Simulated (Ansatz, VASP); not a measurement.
# Two plane-wave programs on In3As

The input INCAR:

```
SYSTEM = In3As
ALGO = Fast
EDIFF = 1E-7
EDIFFG = -0.01
ENCUT = 600
GGA = PE
IBRION = 2
ISIF = 3
ISMEAR = 0
LASPH = .TRUE.
LCHARG = .FALSE.
LREAL = .FALSE.
LWAVE = .FALSE.
NELM = 100
NSW = 100
PREC = Accurate
SIGMA = 0.1
```

File KPOINTS:

```
k-points
0
G
  12 12 12
  0 0 0
```

Contents of POSCAR:

```
In3As
1.0
   -2.9777743668      2.9777743668      2.9777743668
    2.9777743668     -2.9777743668      2.9777743668
    2.9777743668      2.9777743668     -2.9777743668
In As
3 1
Direct
    0.0000000000      0.5000000000      0.5000000000
    0.5000000000      0.0000000000      0.5000000000
    0.5000000000      0.5000000000      0.0000000000
    0.0000000000      0.0000000000      0.0000000000
```

Input for Ansatz:

```yaml
crystal:
  lattice:
    - [-2.9777743668, 2.9777743668, 2.9777743668]
    - [2.9777743668, -2.9777743668, 2.9777743668]
    - [2.9777743668, 2.9777743668, -2.9777743668]
  atoms:
    - { symbol: In, position: [0.0, 0.5, 0.5] }
    - { symbol: In, position: [0.5, 0.0, 0.5] }
    - { symbol: In, position: [0.5, 0.5, 0.0] }
    - { symbol: As, position: [0.0, 0.0, 0.0] }
basis:
  ecutwfc: 420
kpoints:
  mp_grid: { grid: [12, 12, 12] }
hamiltonian:
  xc: pbe
scf:
  occupations: { method: gaussian, width: 0.1 }
output:
  forces: true
  stress: true
  eigenvalues: true
relax:
  adjacent_minimum: "off"
  f_tol: 0.01
  max_steps: 80
  cell: { stress_tol: 0.05 }
```

Alike in both runs: task relaxation of cell and atoms; functional PBE; k mesh 12 × 12 × 12; occupations gaussian, width 0.1 eV; no spin polarisation.

```csv
,VASP,Ansatz
version,VASP 6.6.1,Ansatz 0.2.0
potentials or method,"VASP PAW PBE potentials, release 64 (In_d, As), cutoff 600 eV","scalar-relativistic, plane waves, PAW"
valence electrons in the cell,44,54
```

```csv
,VASP,Ansatz,Ansatz less VASP
"gap on the k mesh at the Fermi level, each at its own relaxed structure (eV)",none,none,-
relaxed volume (Å³/atom),26.70,26.67,-0.039
relaxed cell length with the largest relative difference (Å),5.177,5.175,-0.0025
```

A gap of «none» marks a metal or a gap that the smearing closes. VASP's potentials hold 44 valence electrons a cell and Ansatz's 54, so a difference there can come from the potentials and not from the codes.
